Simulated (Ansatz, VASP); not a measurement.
**Two plane-wave programs on Pd**

```
Pd
1.0
     0.00000    1.93764    1.93764
     1.93764    0.00000    1.93764
     1.93764    1.93764    0.00000
Pd
1
Direct
  0.00000 0.00000 0.00000
```

Alike in both runs: functional PBEsol; k mesh 56 × 56 × 56; occupations gaussian, width 0.1 eV; no spin polarisation.

Ansatz relaxed the structure, and its values are those at the end. VASP's run is a single point on that final structure, the one shown.

|  | VASP | Ansatz |
| --- | --- | --- |
| version | VASP 6.6.1 | Ansatz 0.2.0 |
| potentials or method | VASP PAW PBE potentials, release 64 (Pd) | scalar-relativistic, plane waves, PAW |
| plane-wave cutoff (eV) | 500 | 420 |
| valence electrons in the cell | 10 | 18 |

Ansatz gave:

```
gap on the k mesh at the Fermi level (eV) : none
pressure (GPa)                            : 0.0
```

Task: What did VASP give for the same quantities?

Result: gap on the k mesh at the Fermi level (eV): none; pressure (GPa): -0.3.

VASP's potentials were made for PBE, not for PBEsol. A gap of «none» marks a metal or a gap that the smearing closes. VASP's potentials hold 10 valence electrons a cell and Ansatz's 18, so a difference there can come from the potentials and not from the codes.
